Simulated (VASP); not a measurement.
A run of VASP 6.6.1 is set up as follows.

POSCAR

```
C
1.0
    0.0000000000      1.7801477551      1.7801477551
    1.7801477551      0.0000000000      1.7801477551
    1.7801477551      1.7801477551      0.0000000000
C
2
Direct
    0.5000000000      0.5000000000      0.5000000000
    0.7500000000      0.7500000000      0.7500000000
```

The input INCAR.step1:

```
  ALGO = Normal
  EDIFF = 1E-4
  ENCUT = 520
  GGA = PE
  ISMEAR = -1
  LASPH = True
  LCHARG = False
  LREAL = False
  LWAVE = True
  NBANDS = 11
  NELM = 80
  PREC = Accurate
  SIGMA = 0.05
```

The input INCAR.step2:

```
  ALGO = Normal
  EDIFF = 1E-7
  ENCUT = 520
  ISIF = 2
  ISMEAR = -1
  ISTART = 1
  LASPH = True
  LCHARG = False
  LMIXTAU = True
  LREAL = False
  LWAVE = False
  METAGGA = R2SCAN
  NBANDS = 11
  NELM = 80
  PREC = Accurate
  SIGMA = 0.05
```

Contents of KPOINTS:

```
k-points
0
Gamma
  8 8 8
```

Potentials or basis: VASP PAW PBE potentials, release 64 (C).

Launch:

```console
$ cat potpaw_PBE.64/C/POTCAR > POTCAR
$ cp INCAR.step1 INCAR
$ mpirun -np 1 vasp_std > vasp.out
$ cp INCAR.step2 INCAR
$ mpirun -np 1 vasp_std > vasp.out
```

Problem. What does it give for the pressure?

Solution. 1.1 GPa.

Problem. Predict the band gap on the k mesh.

Solution. 4.34 eV, indirect (least direct gap 5.85 eV).

Caveat: the PAW data sets were made with another functional, which shifts forces and pressure a little. r2SCAN opens gaps a little over a GGA but as a rule still falls short of measured ones.
